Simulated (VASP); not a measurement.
# Te3Pb2 (Pm-3m) in VASP: single point with PBE

Aim: the single point of Te3Pb2 with PBE.

Everything below comes from runs of VASP 6.6.1. Logs are shortened: lines on timing, memory, paths and dates and some standing lists are left out, and cuts for length are marked.

## Step 1: The cell of the first run

The structure is cubic, space group Pm-3m (No. 221). The conventional cell has a = 5.672 Å, b = 5.672 Å, c = 5.672 Å, α = 90.00°, β = 90.00°, γ = 90.00°. Within 3.7 Å of Te (site symmetry 4/mmm) lie 2 Pb at 2.84 Å. Within 5.3 Å of Pb (site symmetry m-3m) lie 12 Te at 4.01 Å and 8 Pb at 4.91 Å. Within 3.7 Å of Pb (site symmetry m-3m) lie 6 Te at 2.84 Å.

## Step 2: Single point, PBE

File INCAR:

```
PREC = Accurate
ENCUT = 520
EDIFF = 1E-6
ISMEAR = 0
SIGMA = 0.1
LREAL = F
LASPH = T
NELM = 60
ALGO = Normal
ISIF = 2
LWAVE = F
LCHARG = F
GGA = PE
NBANDS = 31
```

File KPOINTS:

```
Automatic mesh
0
Gamma
  4 4 4
```

File POSCAR:

```
Te3Pb2
1.0
    5.6717555000      0.0000000000      0.0000000000
    0.0000000000      5.6717555000      0.0000000000
    0.0000000000      0.0000000000      5.6717555000
Te Pb
3 2
Direct
    0.0000000000      0.5000000000      0.5000000000
    0.5000000000      0.0000000000      0.5000000000
    0.5000000000      0.5000000000      0.0000000000
    0.0000000000      0.0000000000      0.0000000000
    0.5000000000      0.5000000000      0.5000000000
```

Potentials or basis: VASP PAW PBE potentials, release 64 (Te, Pb_d).

Launch:

```
$ cat potpaw_PBE.64/Te/POTCAR potpaw_PBE.64/Pb_d/POTCAR > POTCAR
$ mpirun -np 1 vasp_std > vasp.out
```

OUTCAR:

```text
PREC = Accurate
   ENCUT = 520
   EDIFF = 1E-6
   ISMEAR = 0
   LREAL = F
   LASPH = T
   NELM = 60
   ISIF = 2
   GGA = PE

 ion  position               nearest neighbor table
   1  0.000  0.500  0.500-   5 2.84   5 2.84
   2  0.500  0.000  0.500-   5 2.84   5 2.84
   3  0.500  0.500  0.000-   5 2.84   5 2.84
   4  0.000  0.000  0.000-
   5  0.500  0.500  0.500-   1 2.84   2 2.84   3 2.84   3 2.84   2 2.84   1 2.84

  LATTYP: Found a simple cubic cell.
 ALAT       =     5.6717555000

  Lattice vectors:

 A1 = (   5.6717555000,   0.0000000000,   0.0000000000)
 A2 = (   0.0000000000,   5.6717555000,   0.0000000000)
 A3 = (   0.0000000000,   0.0000000000,   5.6717555000)

Analysis of symmetry for initial positions (statically):
=====================================================================
 Subroutine PRICEL returns:
 Original cell was already a primitive cell.

 Routine SETGRP: Setting up the symmetry group for a
 simple cubic supercell.

 Subroutine GETGRP returns: Found 48 space group operations
 (whereof 48 operations were pure point group operations)
 out of a pool of 48 trial point group operations.

The static configuration has the point symmetry O_h .

Analysis of symmetry for dynamics (positions and initial velocities):
=====================================================================
 Subroutine PRICEL returns:
 Original cell was already a primitive cell.

 Routine SETGRP: Setting up the symmetry group for a
 simple cubic supercell.

 Subroutine GETGRP returns: Found 48 space group operations
 (whereof 48 operations were pure point group operations)
 out of a pool of 48 trial point group operations.

The dynamic configuration has the point symmetry O_h .

 Subroutine INISYM returns: Found 48 space group operations
 (whereof 48 operations are pure point group operations),
 and found     1 'primitive' translations

----------------------------------------------------------------------------------------

                                     Primitive cell

  volume of cell :     182.4536

  direct lattice vectors                    reciprocal lattice vectors
     5.671755500  0.000000000  0.000000000     0.176312255  0.000000000  0.000000000
     0.000000000  5.671755500  0.000000000     0.000000000  0.176312255  0.000000000
     0.000000000  0.000000000  5.671755500     0.000000000  0.000000000  0.176312255
[... 67 lines left out ...]
   ISTART =      0    job   : 0-new  1-cont  2-samecut
   ICHARG =      2    charge: 1-file 2-atom 10-const
   ISPIN  =      1    spin polarized calculation?
   LNONCOLLINEAR =      F non collinear calculations
   LSORBIT =      F    spin-orbit coupling
   LASPH  =      T    aspherical Exc in radial PAW
   ENCUT  =  520.0 eV  38.22 Ry    6.18 a.u.  10.55 10.55 10.55*2*pi/ulx,y,z
   NELM   =     60;   NELMIN=  2; NELMDL= -5     # of ELM steps
   EDIFF  = 0.1E-05   stopping-criterion for ELM
   LREAL  =      F    real-space projection
[... 7 lines left out ...]
   TEBEG  =    0.0;   TEEND  =   0.0 temperature during run
   PSTRESS=    0.0 pullay stress
   NELECT =      46.0000    total number of electrons
   NUPDOWN=      -1.0000    fix difference up-down
   EMIN   =  10.00;   EMAX   =-10.00  energy-range for DOS
   EFERMI =   0.00;   METHOD = LEGACY
   ISMEAR =     0;   SIGMA  =   0.10  broadening in eV -4-tet -1-fermi 0-gaus
   EFERMI_NEDOS =   21; number of points for ismear=-14 and -15
   IALGO  =     38    algorithm
   IMIX   =      4    mixing-type and parameters
     AMIX     =   0.40;   BMIX     =  1.00
     AMIX_MAG =   1.60;   BMIX_MAG =  1.00
  volume/ion in A,a.u.               =      36.49       246.25
  Fermi-wavevector in a.u.,A,eV,Ry     =   1.034213  1.954379 14.552741  1.069596
  Thomas-Fermi vector in A             =   2.168497
   LORBIT       =      0    0 simple, 1 ext, 2 COOP (PROOUT), +10 PAW based schemes
   GGA     = PE    functional components
   LHFCALC =     F    Hartree Fock is set to
   AEXX    =    0.0000 exact exchange contribution
   IVDW    =     0    specifies the selected vdW correction
   LEPSILON=     F    determine dielectric tensor
   LRPA    =     F    only Hartree local field effects (RPA)
 non-spin polarized calculation
 Gauss-broadening in eV      SIGMA  =   0.10
  energy-cutoff  :      520.00
  volume of cell :      182.45
 maximum number of plane-waves:      4945
   NGX = 21   NGY = 21   NGZ = 21

 number of electron      46.0000021 magnetization

 Free energy of the ion-electron system (eV)
  ---------------------------------------------------
  ext. energy  EPLUGINS =         0.00000000
  ---------------------------------------------------
  free energy    TOTEN  =       -14.61467735 eV

  energy without entropy =      -14.59208980  energy(sigma->0) =      -14.60338357

 E-fermi :   4.7510     XC(G=0):  -8.8995

 val. band max:        4.6936515473   @ k =   0.5000   0.2500   0.2500
 cond. band min:       4.8350457985   @ k =   0.5000   0.2500   0.2500
 fundamental gap:      0.1413942512
 Fermi energy:         4.7510150019

 k-point     1 :       0.0000    0.0000    0.0000
  band No.  band energies     occupation
      1     -12.9514      2.00000
      2     -12.9514      2.00000
      3     -12.9494      2.00000
      4     -12.9494      2.00000
      5     -12.9494      2.00000
      6     -12.3991      2.00000
[... 329 lines left out ...]
     30       7.3259      0.00000
     31      10.5679      0.00000

------------------------ aborting loop because EDIFF is reached ----------------------------------------

  FORCE on cell =-STRESS in cart. coord.  units (eV):
  Direction    XX          YY          ZZ          XY          YZ          ZX
  --------------------------------------------------------------------------------------
  -------------------------------------------------------------------------------------
  Total        3.9714088      3.9714088      3.9714088     -0.0000000     -0.0000000      0.0000000
  in kB       34.8740732     34.8740732     34.8740732     -0.0000000     -0.0000000      0.0000000
  external PRESSURE =      34.8740732 kB  Pullay stress =       0.0000000 kB

 VOLUME and BASIS-vectors are now :
 -----------------------------------------------------------------------------
  energy-cutoff  :      520.00
  volume of cell :      182.45
      direct lattice vectors                 reciprocal lattice vectors
     5.671755500  0.000000000  0.000000000     0.176312255  0.000000000  0.000000000
     0.000000000  5.671755500  0.000000000     0.000000000  0.176312255  0.000000000
     0.000000000  0.000000000  5.671755500     0.000000000  0.000000000  0.176312255

 POSITION                                       TOTAL-FORCE (eV/Angst)
 -----------------------------------------------------------------------------------
      0.00000      2.83588      2.83588         0.000000      0.000000      0.000000
      2.83588      0.00000      2.83588         0.000000      0.000000      0.000000
      2.83588      2.83588      0.00000         0.000000      0.000000      0.000000
      0.00000      0.00000      0.00000         0.000000      0.000000      0.000000
      2.83588      2.83588      2.83588         0.000000      0.000000      0.000000
 -----------------------------------------------------------------------------------
    total drift:                                0.000000     -0.000000     -0.000000

  FREE ENERGIE OF THE ION-ELECTRON SYSTEM (eV)
  ---------------------------------------------------
  free  energy   TOTEN  =       -14.6146773461 eV

  energy  without entropy=      -14.5920898034  energy(sigma->0) =      -14.60338357
```

stdout:

```text
POSCAR found type information on POSCAR TePb
 POSCAR found :  2 types and       5 ions
 scaLAPACK will be used
 LDA part: xc-table for (Slater+PW92), standard interpolation
 POSCAR, INCAR and KPOINTS ok, starting setup
 FFT: planning ... GRIDC
 FFT: planning ... GRID_SOFT
 FFT: planning ... GRID
 WAVECAR not read
 entering main loop
```

It used 89 s of CPU time on 1 thread of AMD EPYC 7R13 Processor (Zen 3), with other jobs on the host.

Results:

- Free energy: -14.6147 eV
- Pressure: 3.5 GPa
- Band gap on the k mesh: zero (band 23 reaches 5.39 eV, above the bottom of band 24 at 4.09 eV)

Caveat: spin-orbit coupling is left out, which moves the levels of the heavy elements.
